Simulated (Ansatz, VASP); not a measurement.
One calculation of Be3ReH, two programs

```
CELL_PARAMETERS angstrom
2.47910 0.00000 0.00000
0.00000 3.13359 0.00000
0.00000 0.00000 11.67936
ATOMIC_POSITIONS crystal
Be 0.50000 0.50000 0.50000
Be 0.50000 0.00000 0.00000
Be 0.00000 0.00000 0.59745
Be 0.00000 0.50000 0.09204
Be 0.00000 0.00000 0.40255
Be 0.00000 0.50000 0.90796
Re 0.50000 0.50000 0.72532
Re 0.50000 0.50000 0.27468
H 0.50000 0.00000 0.80378
H 0.50000 0.00000 0.19622
```

Change from the starting cell: the structure that the rattled cell fell into.

Alike in both runs: functional PBE; k mesh 8 × 6 × 2; occupations gaussian, width 0.1 eV; no spin polarisation.

Ansatz relaxed the structure, and its values are those at the end. VASP's run is a single point on that final structure, the one shown.

|  | VASP | Ansatz |
| --- | --- | --- |
| version | VASP 6.6.1 | Ansatz 0.2.0 |
| potentials or method | VASP PAW PBE potentials, release 64 (Be, Re_sv_GW, H), cutoff 600 eV | scalar-relativistic, plane waves, PAW |
| valence electrons in the cell | 44 | 44 |

|  | VASP | Ansatz | Ansatz less VASP |
| --- | --- | --- | --- |
| gap on the k mesh at the Fermi level (eV) | none | none | - |
| pressure (GPa) | -0.2 | 0.0 | +0.21 |
| rms of the force components (eV/Å) | 0.006 | 0.006 | +0.0005 |

A gap of «none» marks a metal or a gap that the smearing closes.

Neither program's run includes spin-orbit coupling.
